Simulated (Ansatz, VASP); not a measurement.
**HfO2: VASP beside Ansatz**

```
Hf O
1.0
     3.60564    0.00000    0.00000
    -1.80282    3.12258    0.00000
     0.00000    0.00000    2.69381
Hf O
1 2
Direct
  0.00000 0.00000 0.00000
  0.33333 0.66667 0.50000
  0.66667 0.33333 0.50000
```

Alike in both runs: functional PBE; k mesh 12 × 12 × 18; occupations gaussian, width 0.1 eV; no spin polarisation.

Ansatz relaxed the structure, and its values are those at the end. VASP's run is a single point on that final structure, the one shown.

|  | VASP | Ansatz |
| --- | --- | --- |
| version | VASP 6.6.1 | Ansatz 0.2.0 |
| potentials or method | VASP PAW PBE potentials, release 64 (Hf_pv, O), cutoff 520 eV | scalar-relativistic, plane waves, PAW |
| valence electrons in the cell | 22 | 38 |

|  | VASP | Ansatz | Ansatz less VASP |
| --- | --- | --- | --- |
| gap on the k mesh at the Fermi level (eV) | none | none | - |
| pressure (GPa) | -2.8 | 0.0 | +2.83 |

A gap of «none» marks a metal or a gap that the smearing closes. VASP's potentials hold 22 valence electrons a cell and Ansatz's 38, so a difference there can come from the potentials and not from the codes.

Spin-orbit coupling is off throughout.
